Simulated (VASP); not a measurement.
A run of VASP 6.6.1 is set up as follows.

Contents of INCAR:

```
PREC = Accurate
ENCUT = 500
EDIFF = 1E-6
ISMEAR = 0
SIGMA = 0.01
LREAL = False
LASPH = True
NELM = 120
ALGO = Normal
ISIF = 2
LWAVE = False
LCHARG = False
GGA = PS
NBANDS = 15
GGA_COMPAT = False
```

KPOINTS

```
Automatic mesh
0
Gamma
  6 6 6
```

Contents of POSCAR:

```
CsI
1.0
    4.5031916819      0.0000000000      0.0000000000
    0.0000000000      4.5031916819      0.0000000000
    0.0000000000      0.0000000000      4.5031916819
Cs I
1 1
Direct
    0.0000000000      0.0000000000      0.0000000000
    0.5000000000      0.5000000000      0.5000000000
```

Potentials or basis: VASP PAW PBE potentials, release 64 (Cs_sv, I).

Launch:

```bash
$ cat potpaw_PBE.64/Cs_sv/POTCAR potpaw_PBE.64/I/POTCAR > POTCAR
$ mpirun -np 1 vasp_std > vasp.out
```

Estimate the band gap on the k mesh.

3.84 eV (least direct gap 3.92 eV).

Predict the pressure.

0.1 GPa.

Caveat: the PAW data sets were made with another functional, which shifts forces and pressure a little; spin-orbit coupling is left out, which moves the levels of the heavy elements. As with any semilocal functional, this PBEsol gap is likely too small.
